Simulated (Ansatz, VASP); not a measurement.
## Two plane-wave programs on Si2Bi2Se

The input INCAR:

```
SYSTEM = Si2Bi2Se
PREC     = Accurate       ! precision mode
ENCUT    = 520            ! plane-wave cutoff, eV
EDIFF    = 1E-6           ! SCF threshold, eV
ISMEAR   = 0              ! smearing method
SIGMA    = 0.2            ! smearing width, eV
LREAL    = .FALSE.        ! projectors in reciprocal space
LASPH    = .TRUE.         ! aspherical terms in the spheres
NELM     = 80             ! most SCF steps
ALGO     = Normal         ! electronic algorithm
ISIF     = 2              ! what is computed and relaxed
LWAVE    = .FALSE.        ! write WAVECAR
LCHARG   = .FALSE.        ! write CHGCAR
GGA      = PE             ! functional
NBANDS   = 55             ! bands
```

KPOINTS

```
Automatic mesh
0
G
  4 4 4
  0 0 0
```

The input POSCAR:

```
Si2Bi2Se
1.0
    0.0000000000      0.0000000000     -7.0091403705
    6.0741882907     -3.6674151725      0.0000000000
   -6.0741882907     -3.6674151725      0.0000000000
Si Bi Se
4 4 2
Direct
    0.7177749439      0.9927288550      0.3064766733
    0.7177749439      0.3064766733      0.9927288550
    0.2177749439      0.0072711450      0.6935233267
    0.2177749439      0.6935233267      0.0072711450
    0.8298575296      0.6477424056      0.9379452340
    0.8298575296      0.9379452340      0.6477424056
    0.3298575296      0.3522575944      0.0620547660
    0.3298575296      0.0620547660      0.3522575944
    0.8423350531      0.2958302451      0.2958302451
    0.3423350531      0.7041697549      0.7041697549
```

Input for Ansatz:

```yaml
crystal:
  lattice:
    - [0.0, 0.0, -7.0091403705]
    - [6.0741882907, -3.6674151725, 0.0]
    - [-6.0741882907, -3.6674151725, 0.0]
  atoms:
    - { symbol: Si, position: [0.7177749439, 0.992728855, 0.3064766733] }
    - { symbol: Si, position: [0.7177749439, 0.3064766733, 0.992728855] }
    - { symbol: Si, position: [0.2177749439, 0.007271145, 0.6935233267] }
    - { symbol: Si, position: [0.2177749439, 0.6935233267, 0.007271145] }
    - { symbol: Bi, position: [0.8298575296, 0.6477424056, 0.937945234] }
    - { symbol: Bi, position: [0.8298575296, 0.937945234, 0.6477424056] }
    - { symbol: Bi, position: [0.3298575296, 0.3522575944, 0.062054766] }
    - { symbol: Bi, position: [0.3298575296, 0.062054766, 0.3522575944] }
    - { symbol: Se, position: [0.8423350531, 0.2958302451, 0.2958302451] }
    - { symbol: Se, position: [0.3423350531, 0.7041697549, 0.7041697549] }
basis:
  ecutwfc: 420
kpoints:
  mp_grid: { grid: [4, 4, 4] }
hamiltonian:
  xc: pbe
scf:
  occupations: { method: gaussian, width: 0.2 }
  lower_state_search: "off"
output:
  forces: true
  stress: true
  eigenvalues: true
```

Alike in both runs: task single point; functional PBE; k mesh 4 × 4 × 4; occupations gaussian, width 0.2 eV; no spin polarisation.

|  | VASP | Ansatz |
| --- | --- | --- |
| version | VASP 6.6.1 | Ansatz 0.2.0 |
| potentials or method | VASP PAW PBE potentials, release 64 (Si, Bi_d, Se), cutoff 520 eV | scalar-relativistic, plane waves, PAW |
| valence electrons in the cell | 88 | 108 |

```tsv
	VASP	Ansatz	Ansatz less VASP
gap on the k mesh at the Fermi level (eV)	0.20	0.20	+0.001
least direct gap on the mesh (eV)	0.49	0.50	+0.005
pressure (GPa)	0.0	0.0	+0.02
traceless stress, the component that is largest in VASP (GPa)	-0.06	-0.05	+0.007
rms of the force components (eV/Å)	0.008	0.007	-0.0005
```

Atom by atom the forces differ by 0.005 eV/Å (rms over components). VASP's potentials hold 88 valence electrons a cell and Ansatz's 108, so a difference there can come from the potentials and not from the codes.

Spin-orbit coupling is off throughout.
